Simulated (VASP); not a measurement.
A run of VASP 6.6.1 is set up as follows.

The input INCAR:

```
AGGAC = 1.0 ; AGGAX = 1.0
ALDAC = 0.0 ; ALDAX = 1.0
ALGO = Normal ; EDIFF = 1E-6
ENCUT = 520 ; GGA = B5
ISIF = 2 ; ISMEAR = -1
IVDW = 12 ; LASPH = True
LCHARG = True ; LELF = True
LREAL = False ; LVHAR = True
LWAVE = False ; NBANDS = 11
NELM = 80 ; PREC = Accurate
SIGMA = 0.05 ; VDW_A1 = 0.4298
VDW_A2 = 4.2359 ; VDW_S6 = 1.0
VDW_S8 = 2.6996
```

File KPOINTS:

```
k-points
0
Gamma
  8 8 8
```

Contents of POSCAR:

```
Si
1.0
    0.0000000000      2.7576691254      2.7576691254
    2.7576691254      0.0000000000      2.7576691254
    2.7576691254      2.7576691254      0.0000000000
Si
2
Direct
    0.5000000000      0.5000000000      0.5000000000
    0.7500000000      0.7500000000      0.7500000000
```

Potentials or basis: VASP PAW PBE potentials, release 64 (Si).

The run is started by

```bash
$ cat potpaw_PBE.64/Si/POTCAR > POTCAR
$ mpirun -np 1 vasp_std > vasp.out
```

Problem. Predict the pressure.

Solution. -3.9 GPa.

Problem. Estimate the dispersion energy per atom.

Solution. -0.667 eV.

Problem. Predict the band gap on the k mesh.

Solution. 0.90 eV, indirect (least direct gap 2.60 eV).

Caveat: the PAW data sets were made with another functional, which shifts forces and pressure a little. A k mesh can miss the band edges.
